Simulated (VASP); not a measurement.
A run of VASP 6.6.1 is set up as follows.

File INCAR:

```
SYSTEM = Zn2Ga
ALGO = Fast
EDIFF = 1E-6
ENCUT = 520
GGA = PE
ISIF = 2
ISMEAR = 0
LASPH = .True.
LCHARG = .False.
LREAL = .False.
LWAVE = .False.
NBANDS = 46
NELM = 60
PREC = Accurate
SIGMA = 0.1
```

The input KPOINTS:

```
k-points
0
Gamma
  10 10 10
  0 0 0
```

The input POSCAR:

```
Zn2Ga
1.0
    0.0000000000      3.7077713266      3.7077713266
    3.7077713266      0.0000000000      3.7077713266
    3.7077713266      3.7077713266      0.0000000000
Zn Ga
4 2
Direct
    0.1250000000      0.1250000000      0.1250000000
    0.6250000000      0.1250000000      0.1250000000
    0.1250000000      0.1250000000      0.6250000000
    0.1250000000      0.6250000000      0.1250000000
    0.5000000000      0.5000000000      0.5000000000
    0.7500000000      0.7500000000      0.7500000000
```

Potentials or basis: VASP PAW PBE potentials, release 64 (Zn, Ga_d).

Launch:

```sh
$ cat potpaw_PBE.64/Zn/POTCAR potpaw_PBE.64/Ga_d/POTCAR > POTCAR
$ mpirun -np 1 vasp_std > vasp.out
```

Problem. Estimate the pressure.

Solution. 0.3 GPa.

Problem. What does it give for the band gap on the k mesh?

Solution. Zero (bands 37 and 38 overlap by 4.33 eV).
